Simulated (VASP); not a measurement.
A run of VASP 6.6.1:

Contents of INCAR:

```
SYSTEM = Al2Co
  PREC = Accurate
  ENCUT = 520
  EDIFF = 1E-6
  ISMEAR = 0
  SIGMA = 0.1
  LREAL = .False.
  LASPH = .True.
  NELM = 60
  ALGO = Normal
  ISIF = 2
  LWAVE = .False.
  LCHARG = .False.
  GGA = PE
  NBANDS = 24
```

KPOINTS

```
regular mesh
0
Gamma
  4 4 4
  0 0 0
```

Contents of POSCAR:

```
Al2Co
1.0
    0.0000000000      3.4725159205      3.4725159205
    3.4725159205      0.0000000000      3.4725159205
    3.4725159205      3.4725159205      0.0000000000
Al Co
4 2
Direct
    0.6250000000      0.6250000000      0.6250000000
    0.1250000000      0.6250000000      0.6250000000
    0.6250000000      0.6250000000      0.1250000000
    0.6250000000      0.1250000000      0.6250000000
    0.0000000000      0.0000000000      0.0000000000
    0.2500000000      0.2500000000      0.2500000000
```

Potentials or basis: VASP PAW PBE potentials, release 64 (Al, Co).

Run with:

```bash
$ cat potpaw_PBE.64/Al/POTCAR potpaw_PBE.64/Co/POTCAR > POTCAR
$ mpirun -np 1 vasp_std > vasp.out
```

Hardware: 1 thread of Intel Xeon 6975P-C, with other jobs on the host.

How long does it take, and how much memory?

Wall time 32 s on 1 thread of Intel Xeon 6975P-C, on a shared host, peak memory 0.23 GiB. Counts: scf iterations 15, k points 8.
